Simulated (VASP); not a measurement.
Runs of VASP 6.6.1 on Mo. The structure is that of space group Im-3m (No. 229), or close to it. The cells are those of the table. 

```tsv
cell	gap on the mesh (eV)	pressure (GPa)
a = 2.583 Å, angles 109.5°, 1 atom	none	66.0
a = 2.785 Å, angles 109.5°, 1 atom	none	(a)
a = 2.831 Å, angles 109.5°, 1 atom	none	-20.7
a = 2.636 Å, angles 109.5°, 1 atom	none	37.8
```

Alike in all rows: task single point; level PBE; potentials or basis VASP PAW PBE potentials, release 64 (Mo_sv); no spin polarisation; k mesh 22 × 22 × 22; cutoff (eV) 520; smearing gaussian 0.15 eV.

Task: Estimate the missing entries.

Result: (a) -11.5.

A k mesh can miss the band edges, and the runs leave out spin-orbit coupling on Mo.

A gap of «none» marks levels without a gap at the run's occupations.
